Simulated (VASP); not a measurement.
Wanted: the native input for a VASP 6.6.1 run.

```
Task                   : single point
Functional             : PBE
Dispersion             : D3(BJ)
Potentials or basis    : VASP PAW PBE potentials, release 64 (Al)
Cutoff                 : 520 eV
k mesh                 : 22 × 22 × 22
Occupations            : gaussian, width 0.15 eV
Spin                   : no spin polarisation
Dipole correction      : no
Further INCAR settings : ALGO = Normal; EDIFF = 1e-06; NBANDS = 8
```

The structure of Al lies in POSCAR:

```
Al
1.0
    0.0000000000      2.3235204798      1.4619590859
    2.3235204798      0.0000000000      1.4619590859
    2.3235204798      2.3235204798      0.0000000000
Al
1
Direct
    0.0000000000      0.0000000000      0.0000000000
```

This cell differs from its parent crystal: volume 15.785 Å^3 an atom, c/a of the conventional cell 0.6292.

The input as run:

INCAR

```
PREC = Accurate
ENCUT = 520
EDIFF = 1E-6
ISMEAR = 0
SIGMA = 0.15
LREAL = False
LASPH = True
NELM = 60
ALGO = Normal
ISIF = 2
LWAVE = False
LCHARG = False
GGA = PE
IVDW = 12
NBANDS = 8
```

KPOINTS

```
regular mesh
0
Gamma
  22 22 22
```

Potentials or basis: VASP PAW PBE potentials, release 64 (Al).

Launch:

```sh
$ cat potpaw_PBE.64/Al/POTCAR > POTCAR
$ mpirun -np 1 vasp_std > vasp.out
```

Results of the run:

| Item | Value |
| --- | --- |
| Pressure | 1.9 GPa |
| Dispersion energy per atom | -0.352 eV |

Caveat: pairwise dispersion overbinds metals, which lowers pressure and volume.

Wall time 24 s on 1 thread of Intel(R) Xeon(R) 6975P-C (Granite Rapids) (shared host), peak memory 0.2 GiB.
